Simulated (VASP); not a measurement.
# TiO2 in VASP: single point with PBE

Aim: the single point of TiO2 with PBE.

Everything below comes from runs of VASP 6.6.1. Logs are shortened: lines on timing, memory, paths and dates and some standing lists are left out, and cuts for length are marked.

## 1. The cell of the first run

The cell holds a slab with vacuum, 24 atoms: a = 2.964 Å, b = 6.567 Å, c = 27.409 Å, α = 90.00°, β = 90.00°, γ = 90.00°.

## 2. Single point, PBE

Input file INCAR:

```
SYSTEM = TiO2
ALGO = Normal
DIPOL = 0.5 0.5 0.500
EDIFF = 1E-6
ENCUT = 520
GGA = PE
IDIPOL = 3
ISIF = 2
ISMEAR = 0
LASPH = .TRUE.
LCHARG = .FALSE.
LDIPOL = .TRUE.
LREAL = Auto
LWAVE = .FALSE.
NBANDS = 114
NELM = 80
PREC = Accurate
SIGMA = 0.05
```

Input file KPOINTS:

```
k-points
0
G
  9 4 1
  0 0 0
```

Input file POSCAR:

```
TiO2
1.0
    2.9638682501      0.0000000000      0.0000000000
    0.0000000000      6.5666425305      0.0000000000
    0.0000000000      0.0000000000     27.4092664657
O Ti
16 8
Direct
    0.5000000000      0.0000000000      0.2686153702
    0.0000000000      0.6884520380      0.3122652879
    0.0000000000      0.3115479620      0.3122652879
    0.5000000000      0.0000000000      0.3627036888
    0.5000000000      0.5000000000      0.3911920915
    0.0000000000      0.1958816060      0.4376183184
    0.0000000000      0.8041183940      0.4376183184
    0.5000000000      0.5000000000      0.4856112877
    0.5000000000      0.0000000000      0.5143886745
    0.0000000000      0.6958815962      0.5623816817
    0.0000000000      0.3041184038      0.5623816817
    0.5000000000      0.0000000000      0.6088079132
    0.5000000000      0.5000000000      0.6372963259
    0.0000000000      0.1884520694      0.6877347237
    0.0000000000      0.8115479306      0.6877347237
    0.5000000000      0.5000000000      0.7313846439
    0.0000000000      0.0000000000      0.3074147832
    0.5000000000      0.5000000000      0.3256523187
    0.0000000000      0.5000000000      0.4443728255
    0.5000000000      0.0000000000      0.4288605164
    0.0000000000      0.0000000000      0.5556271343
    0.5000000000      0.5000000000      0.5711394756
    0.0000000000      0.5000000000      0.6925852309
    0.5000000000      0.0000000000      0.6743476964
```

Potentials or basis: VASP PAW PBE potentials, release 64 (O, Ti_sv).

Run with:

```bash
> cat potpaw_PBE.64/O/POTCAR potpaw_PBE.64/Ti_sv/POTCAR > POTCAR
> mpirun -np 1 vasp_std > vasp.out
```

OUTCAR:

```text
SYSTEM = TiO2
   EDIFF = 1E-6
   ENCUT = 520
   GGA = PE
   ISIF = 2
   ISMEAR = 0
   LASPH = .TRUE.
   LREAL = Auto
   NELM = 80
   PREC = Accurate

 ion  position               nearest neighbor table
   1  0.500  0.000  0.269-  17 1.82  17 1.82
   2  0.000  0.688  0.312-  18 1.97  18 1.97  17 2.05
   3  0.000  0.312  0.312-  18 1.97  18 1.97  17 2.05
   4  0.500  0.000  0.363-  20 1.81  17 2.12  17 2.12
   5  0.500  0.500  0.391-  18 1.80  19 2.08  19 2.08
   6  0.000  0.196  0.438-  20 1.98  20 1.98  19 2.01
   7  0.000  0.804  0.438-  20 1.98  20 1.98  19 2.01
   8  0.500  0.500  0.486-  19 1.86  19 1.86  22 2.34
   9  0.500  0.000  0.514-  21 1.86  21 1.86  20 2.34
  10  0.000  0.696  0.562-  22 1.98  22 1.98  21 2.01
  11  0.000  0.304  0.562-  22 1.98  22 1.98  21 2.01
  12  0.500  0.000  0.609-  24 1.80  21 2.08  21 2.08
  13  0.500  0.500  0.637-  22 1.81  23 2.12  23 2.12
  14  0.000  0.188  0.688-  24 1.97  24 1.97  23 2.05
  15  0.000  0.812  0.688-  24 1.97  24 1.97  23 2.05
  16  0.500  0.500  0.731-  23 1.82  23 1.82
  17  0.000  0.000  0.307-   1 1.82   1 1.82   3 2.05   2 2.05   4 2.12   4 2.12
  18  0.500  0.500  0.326-   5 1.80   3 1.97   2 1.97   2 1.97   3 1.97
  19  0.000  0.500  0.444-   8 1.86   8 1.86   6 2.01   7 2.01   5 2.08   5 2.08
  20  0.500  0.000  0.429-   4 1.81   6 1.98   7 1.98   6 1.98   7 1.98   9 2.34
  21  0.000  0.000  0.556-   9 1.86   9 1.86  11 2.01  10 2.01  12 2.08  12 2.08
  22  0.500  0.500  0.571-  13 1.81  11 1.98  10 1.98  10 1.98  11 1.98   8 2.34
  23  0.000  0.500  0.693-  16 1.82  16 1.82  14 2.05  15 2.05  13 2.12  13 2.12
  24  0.500  0.000  0.674-  12 1.80  14 1.97  15 1.97  14 1.97  15 1.97

  LATTYP: Found a simple orthorhombic cell.
 ALAT       =     2.9638682501
 B/A-ratio  =     2.2155649227
 C/A-ratio  =     9.2478019105

  Lattice vectors:

 A1 = (   2.9638682501,   0.0000000000,   0.0000000000)
 A2 = (   0.0000000000,   6.5666425305,   0.0000000000)
 A3 = (   0.0000000000,   0.0000000000,  27.4092664657)

Analysis of symmetry for initial positions (statically):
=====================================================================
 Subroutine PRICEL returns:
 Original cell was already a primitive cell.

 Routine SETGRP: Setting up the symmetry group for a
 simple orthorhombic supercell.

 Subroutine GETGRP returns: Found  8 space group operations
 (whereof  4 operations were pure point group operations)
 out of a pool of  8 trial point group operations.

The static configuration has the point symmetry C_2v.
 The point group associated with its full space group is D_2h.

Analysis of symmetry for dynamics (positions and initial velocities):
=====================================================================
 Subroutine PRICEL returns:
 Original cell was already a primitive cell.

 Routine SETGRP: Setting up the symmetry group for a
 simple orthorhombic supercell.

 Subroutine GETGRP returns: Found  8 space group operations
 (whereof  4 operations were pure point group operations)
 out of a pool of  8 trial point group operations.

The dynamic configuration has the point symmetry C_2v.
 The point group associated with its full space group is D_2h.

 Subroutine INISYM returns: Found  8 space group operations
 (whereof  4 operations are pure point group operations),
 and found     1 'primitive' translations

----------------------------------------------------------------------------------------

                                     Primitive cell

  volume of cell :     533.4573

  direct lattice vectors                    reciprocal lattice vectors
     2.963868250  0.000000000  0.000000000     0.337396914  0.000000000  0.000000000
     0.000000000  6.566642531  0.000000000     0.000000000  0.152284824  0.000000000
     0.000000000  0.000000000 27.409266466     0.000000000  0.000000000  0.036484012

  length of vectors
     2.963868250  6.566642531 27.409266466     0.337396914  0.152284824  0.036484012

  position of ions in fractional coordinates (direct lattice)
     0.500000000  0.000000000  0.268615370
     0.000000000  0.688452038  0.312265288
     0.000000000  0.311547962  0.312265288
     0.500000000  0.000000000  0.362703689
     0.500000000  0.500000000  0.391192092
     0.000000000  0.195881606  0.437618318
[... 16 lines left out ...]
     0.000000000  0.500000000  0.692585231
     0.500000000  0.000000000  0.674347696

[... 42 lines left out ...]
  Length of vectors
     0.037488546  0.038071206  0.036484012

  Shift w.r.t. Gamma in fractional coordinates (k-lattice)
     0.000000000  0.000000000  0.000000000

 Subroutine IBZKPT returns following result:
 ===========================================

 Found     15 irreducible k-points:

 Following reciprocal coordinates:
            Coordinates               Weight
  0.000000  0.000000  0.000000      1.000000
  0.111111  0.000000  0.000000      2.000000
  0.222222  0.000000  0.000000      2.000000
  0.333333  0.000000  0.000000      2.000000
  0.444444  0.000000  0.000000      2.000000
  0.000000  0.250000  0.000000      2.000000
  0.111111  0.250000  0.000000      4.000000
  0.222222  0.250000  0.000000      4.000000
  0.333333  0.250000  0.000000      4.000000
  0.444444  0.250000  0.000000      4.000000
  0.000000  0.500000  0.000000      1.000000
  0.111111  0.500000  0.000000      2.000000
  0.222222  0.500000  0.000000      2.000000
  0.333333  0.500000  0.000000      2.000000
  0.444444  0.500000  0.000000      2.000000
   k-points           NKPTS =     15   k-points in BZ     NKDIM =     15   number of bands    NBANDS=    114
   number of dos      NEDOS =    301   number of ions     NIONS =     24
   total plane-waves  NPLWV = 252000
   dimension x,y,z NGX =    24 NGY =   50 NGZ =  210
   dimension x,y,z NGXF=    48 NGYF=  100 NGZF=  420
   ions per type =              16   8
   NGX,Y,Z   is equivalent  to a cutoff of  13.46, 12.66, 12.74 a.u.
   NGXF,Y,Z  is equivalent  to a cutoff of  26.92, 25.32, 25.47 a.u.
 SYSTEM =  TiO2
   PREC   = accura    normal or accurate (medium, high low for compatibility)
   ISTART =      0    job   : 0-new  1-cont  2-samecut
   ICHARG =      2    charge: 1-file 2-atom 10-const
   ISPIN  =      1    spin polarized calculation?
   LNONCOLLINEAR =      F non collinear calculations
   LSORBIT =      F    spin-orbit coupling
   LASPH  =      T    aspherical Exc in radial PAW
   ENCUT  =  520.0 eV  38.22 Ry    6.18 a.u.   5.51 12.21 50.96*2*pi/ulx,y,z
   NELM   =     80;   NELMIN=  2; NELMDL= -5     # of ELM steps
   EDIFF  = 0.1E-05   stopping-criterion for ELM
   LREAL  =      T    real-space projection
   EDIFFG = 0.1E-04   stopping-criterion for IOM
   NSW    =      0    number of steps for IOM
   IBRION =     -1    ionic relax: 0-MD 1-quasi-New 2-CG
   NFREE  =      0    steps in history (QN), initial steepest desc. (CG)
   ISIF   =      2    stress and relaxation
   ISYM   =      2    0-nonsym 1-usesym 2-fastsym
   POTIM  = 0.5000    time-step for ionic-motion
   TEBEG  =    0.0;   TEEND  =   0.0 temperature during run
   PSTRESS=    0.0 pullay stress
   NELECT =     192.0000    total number of electrons
   NUPDOWN=      -1.0000    fix difference up-down
   EMIN   =  10.00;   EMAX   =-10.00  energy-range for DOS
   EFERMI =   0.00;   METHOD = LEGACY
   ISMEAR =     0;   SIGMA  =   0.05  broadening in eV -4-tet -1-fermi 0-gaus
   EFERMI_NEDOS =   21; number of points for ismear=-14 and -15
   IALGO  =     38    algorithm
   IMIX   =      4    mixing-type and parameters
     AMIX     =   0.40;   BMIX     =  1.00
     AMIX_MAG =   1.60;   BMIX_MAG =  1.00
  volume/ion in A,a.u.               =      22.23       150.00
  Fermi-wavevector in a.u.,A,eV,Ry     =   1.164507  2.200599 18.450534  1.356076
  Thomas-Fermi vector in A             =   2.301044
   LORBIT       =      0    0 simple, 1 ext, 2 COOP (PROOUT), +10 PAW based schemes
   GGA     = PE    functional components
   LHFCALC =     F    Hartree Fock is set to
   AEXX    =    0.0000 exact exchange contribution
   IVDW    =     0    specifies the selected vdW correction
   LEPSILON=     F    determine dielectric tensor
   LRPA    =     F    only Hartree local field effects (RPA)
 non-spin polarized calculation
 Gauss-broadening in eV      SIGMA  =   0.05
  energy-cutoff  :      520.00
  volume of cell :      533.46
 maximum number of plane-waves:     14459
 NGX is ok and might be reduce to    24
   NGX = 11   NGY = 25   NGZ =101

 dipolmoment           0.000000      0.000000     -0.000000 electrons x Angstroem

 number of electron     191.9999946 magnetization

 dipolmoment           0.000000      0.000000      0.000031 electrons x Angstroem

 Free energy of the ion-electron system (eV)
  ---------------------------------------------------
  ext. energy  EPLUGINS =         0.00000000
  ---------------------------------------------------
  free energy    TOTEN  =      -213.89484242 eV

  energy without entropy =     -213.89484242  energy(sigma->0) =     -213.89484242

 E-fermi :  -1.3592     XC(G=0):  -5.8995

 val. band max:       -1.6541442709   @ k =   0.0000   0.0000   0.0000
 cond. band min:       0.4325785736   @ k =   0.0000   0.0000   0.0000
 fundamental gap:      2.0867228444
 Fermi energy:        -1.3592285179

 k-point     1 :       0.0000    0.0000    0.0000
  band No.  band energies     occupation
      1     -58.5389      2.00000
      2     -58.5387      2.00000
      3     -58.3903      2.00000
      4     -58.3900      2.00000
      5     -58.2709      2.00000
      6     -58.2707      2.00000
[... 1654 lines left out ...]
    107       1.6432      0.00000
    108       1.6435      0.00000
 [bands above 108 left out]

------------------------ aborting loop because EDIFF is reached ----------------------------------------

 vacuum level on the upper side and lower side of the slab       (xc-potential included)        -0.140        -0.140

  FORCE on cell =-STRESS in cart. coord.  units (eV):
  Direction    XX          YY          ZZ          XY          YZ          ZX
  --------------------------------------------------------------------------------------
  -------------------------------------------------------------------------------------
  Total       -1.4674257     -5.2911652      0.9785956      0.0000000      0.0000000      0.0000000
  in kB       -4.4072433    -15.8914022      2.9390985      0.0000000      0.0000000      0.0000000
  external PRESSURE =      -5.7865157 kB  Pullay stress =       0.0000000 kB

 VOLUME and BASIS-vectors are now :
 -----------------------------------------------------------------------------
  energy-cutoff  :      520.00
  volume of cell :      533.46
      direct lattice vectors                 reciprocal lattice vectors
     2.963868250  0.000000000  0.000000000     0.337396914  0.000000000  0.000000000
     0.000000000  6.566642531  0.000000000     0.000000000  0.152284824  0.000000000
     0.000000000  0.000000000 27.409266466     0.000000000  0.000000000  0.036484012

 POSITION                                       TOTAL-FORCE (eV/Angst)
 -----------------------------------------------------------------------------------
      1.48193      0.00000      7.36255         0.000000     -0.000000     -0.113026
      0.00000      4.52082      8.55896         0.000000      0.042156     -0.014690
      0.00000      2.04582      8.55896        -0.000000     -0.042156     -0.014690
      1.48193      0.00000      9.94144         0.000000     -0.000000     -0.074051
      1.48193      3.28332     10.72229         0.000000     -0.000000      0.076706
      0.00000      1.28628     11.99480         0.000000      0.021342      0.006175
[... 16 lines left out ...]
      0.00000      3.28332     18.98325         0.000000     -0.000000     -0.093704
      1.48193      0.00000     18.48338         0.000000     -0.000000      0.085503
 -----------------------------------------------------------------------------------
    total drift:                                0.000000      0.000000      0.011137

  FREE ENERGIE OF THE ION-ELECTRON SYSTEM (eV)
  ---------------------------------------------------
  free  energy   TOTEN  =      -213.8948424161 eV

  energy  without entropy=     -213.8948424161  energy(sigma->0) =     -213.89484242

 vacuum level on the upper side and lower side of the slab         5.597         5.597
```

Wall time 48 min (1 thread of Oxide Virtual Turin-like, shared host); peak memory 0.84 GiB.

What came out:

| Quantity | Value |
| --- | --- |
| Free energy | -213.8948 eV |
| Largest force | 0.113 eV/Å |
| Band gap on the k mesh | 2.09 eV |

Forces in eV/Å, atoms in the order of the input:
```
O    0.000  0.000 -0.113
O    0.000  0.042 -0.015
O    0.000 -0.042 -0.015
O    0.000  0.000 -0.074
O    0.000  0.000  0.077
O    0.000  0.021  0.006
O    0.000 -0.021  0.006
O    0.000  0.000  0.094
O    0.000  0.000 -0.094
O    0.000  0.021 -0.006
O    0.000 -0.021 -0.006
O    0.000  0.000 -0.077
O    0.000  0.000  0.074
O    0.000  0.042  0.015
O    0.000 -0.042  0.015
O    0.000  0.000  0.113
Ti   0.000  0.000  0.094
Ti   0.000  0.000 -0.086
Ti   0.000  0.000 -0.050
Ti   0.000  0.000  0.068
Ti   0.000  0.000  0.050
Ti   0.000  0.000 -0.068
Ti   0.000  0.000 -0.094
Ti   0.000  0.000  0.086
```
